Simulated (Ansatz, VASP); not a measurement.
**Two plane-wave programs on AlP**

INCAR

```
PREC = Accurate ; ENCUT = 500
EDIFF = 1E-6 ; ISMEAR = 0
SIGMA = 0.05 ; LREAL = F
LASPH = T ; NELM = 120
ALGO = Normal ; ISIF = 2
LWAVE = F ; LCHARG = T
GGA = PE ; IVDW = 12
LELF = T ; LVHAR = T
NBANDS = 11 ; GGA_COMPAT = F
```

File KPOINTS:

```
Automatic mesh
0
Gamma
  8 8 8
```

Contents of POSCAR:

```
AlP
1.0
    0.0000000000      2.6893128352      2.6893128352
    2.6893128352      0.0000000000      2.6893128352
    2.6893128352      2.6893128352      0.0000000000
Al P
1 1
Direct
    0.0000000000      0.0000000000      0.0000000000
    0.7500000000      0.7500000000      0.7500000000
```

Input for Ansatz:

```yaml
crystal:
  lattice:
    - [0.0, 2.6893128352, 2.6893128352]
    - [2.6893128352, 0.0, 2.6893128352]
    - [2.6893128352, 2.6893128352, 0.0]
  atoms:
    - { symbol: Al, position: [0.0, 0.0, 0.0] }
    - { symbol: P, position: [0.75, 0.75, 0.75] }
basis:
  ecutwfc: 420
  ecutrho_ratio: 4
kpoints:
  mp_grid: { grid: [8, 8, 8] }
hamiltonian:
  xc: pbe
  dispersion: d3bj
scf:
  occupations: { method: gaussian, width: 0.05 }
output:
  forces: true
  stress: true
  eigenvalues: true
```

Alike in both runs: task single point; functional PBE; dispersion D3(BJ); k mesh 8 × 8 × 8; occupations gaussian, width 0.05 eV; no spin polarisation.

|  | VASP | Ansatz |
| --- | --- | --- |
| version | VASP 6.6.1 | Ansatz 0.2.0 |
| potentials or method | VASP PAW PBE potentials, release 64 (Al, P), cutoff 500 eV | scalar-relativistic, plane waves, PAW |
| valence electrons in the cell | 8 | 8 |

Ansatz gave:

* gap on the k mesh at the Fermi level (eV): 1.49
* least direct gap on the mesh (eV): 3.68
* pressure (GPa): 3.9

**Question.** Which values does VASP return?

**Answer.** gap on the k mesh at the Fermi level (eV): 1.49; least direct gap on the mesh (eV): 3.68; pressure (GPa): 3.8.
